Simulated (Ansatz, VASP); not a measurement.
## C8N: VASP beside Ansatz

Contents of INCAR:

```
SYSTEM = C8N
ALGO = Normal
DIPOL = 0.5 0.5 0.311
EDIFF = 1E-6
ENCUT = 520
GGA = PE
IDIPOL = 3
ISIF = 2
ISMEAR = 0
IVDW = 12
LASPH = .TRUE.
LCHARG = .TRUE.
LDIPOL = .TRUE.
LELF = .TRUE.
LREAL = Auto
LVACPOTAV = .TRUE.
LVHAR = .TRUE.
LWAVE = .FALSE.
NBANDS = 52
NELM = 60
PREC = Accurate
SIGMA = 0.05
```

Contents of KPOINTS:

```
k-points
0
G
  6 6 1
  0 0 0
```

The input POSCAR:

```
C8N
1.0
    4.9298867130      0.0000000000      0.0000000000
   -0.0081547558      4.4132984516      0.0000000000
    0.0000000000      0.0000000000     23.6150337471
C N
16 2
Direct
    0.3745684085      0.7405378974      0.1693836241
    0.8745684085      0.7405378974      0.1693836241
    0.1243974091      0.6365956441      0.1924179608
    0.6243974091      0.6365956441      0.1924179608
    0.1240513173      0.4291046681      0.2385492690
    0.6240513173      0.4291046681      0.2385492690
    0.3738803179      0.3251624149      0.2615836057
    0.8738803179      0.3251624149      0.2615836057
    0.3735338584      0.1126520408      0.3077166148
    0.8735338584      0.1126520408      0.3077166148
    0.1233638388      0.0072945126      0.3296949545
    0.6233638388      0.0072945126      0.3296949545
    0.1229920122      0.7810454900      0.3756054437
    0.6229920122      0.7810454900      0.3756054437
    0.3728273188      0.6826774530      0.3944535437
    0.8728273188      0.6826774530      0.3944535437
    0.4978273188      0.6826774530      0.5087874900
    0.4978273188      0.6826774530      0.5553679867
```

Input for Ansatz:

```yaml
crystal:
  lattice:
    - [4.929886713, 0.0, 0.0]
    - [-0.0081547558, 4.4132984516, 0.0]
    - [0.0, 0.0, 23.6150337471]
  atoms:
    - { symbol: C, position: [0.3745684085, 0.7405378974, 0.1693836241] }
    - { symbol: C, position: [0.8745684085, 0.7405378974, 0.1693836241] }
    - { symbol: C, position: [0.1243974091, 0.6365956441, 0.1924179608] }
    - { symbol: C, position: [0.6243974091, 0.6365956441, 0.1924179608] }
    - { symbol: C, position: [0.1240513173, 0.4291046681, 0.238549269] }
    - { symbol: C, position: [0.6240513173, 0.4291046681, 0.238549269] }
    - { symbol: C, position: [0.3738803179, 0.3251624149, 0.2615836057] }
    - { symbol: C, position: [0.8738803179, 0.3251624149, 0.2615836057] }
    - { symbol: C, position: [0.3735338584, 0.1126520408, 0.3077166148] }
    - { symbol: C, position: [0.8735338584, 0.1126520408, 0.3077166148] }
    - { symbol: C, position: [0.1233638388, 0.0072945126, 0.3296949545] }
    - { symbol: C, position: [0.6233638388, 0.0072945126, 0.3296949545] }
    - { symbol: C, position: [0.1229920122, 0.78104549, 0.3756054437] }
    - { symbol: C, position: [0.6229920122, 0.78104549, 0.3756054437] }
    - { symbol: C, position: [0.3728273188, 0.682677453, 0.3944535437] }
    - { symbol: C, position: [0.8728273188, 0.682677453, 0.3944535437] }
    - { symbol: "N", position: [0.4978273188, 0.682677453, 0.50878749] }
    - { symbol: "N", position: [0.4978273188, 0.682677453, 0.5553679867] }
basis:
  ecutwfc: 420
kpoints:
  mp_grid: { grid: [6, 6, 1] }
hamiltonian:
  xc: pbe
  pseudopotentials: { kind: paw, azcp: { folder: soft_1 } }
  dispersion: d3bj
scf:
  occupations: { method: gaussian, width: 0.05 }
output:
  forces: true
  eigenvalues: true
efield:
  axis: 3
  dipole_correction: true
  ramp_width: 0.04
```

Alike in both runs: task single point; functional PBE; dispersion D3(BJ); k mesh 6 × 6 × 1; occupations gaussian, width 0.05 eV; no spin polarisation.

|  | VASP | Ansatz |
| --- | --- | --- |
| version | VASP 6.6.1 | Ansatz 0.2.0 |
| potentials or method | VASP PAW PBE potentials, release 64 (C, N), cutoff 520 eV | scalar-relativistic, plane waves, PAW |
| valence electrons in the cell | 74 | 74 |

Ansatz gave:

```
gap on the k mesh at the Fermi level (eV)  : none
rms of the force components (eV/Å)         : 0.739
work function, face that differs most (eV) : 5.57
```

Q: Which values does VASP return?

A: gap on the k mesh at the Fermi level (eV): none; rms of the force components (eV/Å): 0.838; work function, face that differs most (eV): 5.57.

Atom by atom the forces differ by 0.346 eV/Å (rms over components). A gap of «none» marks a metal or a gap that the smearing closes.

Noted on VASP's run: the standard files for N, O and F lose accuracy on very short bonds.
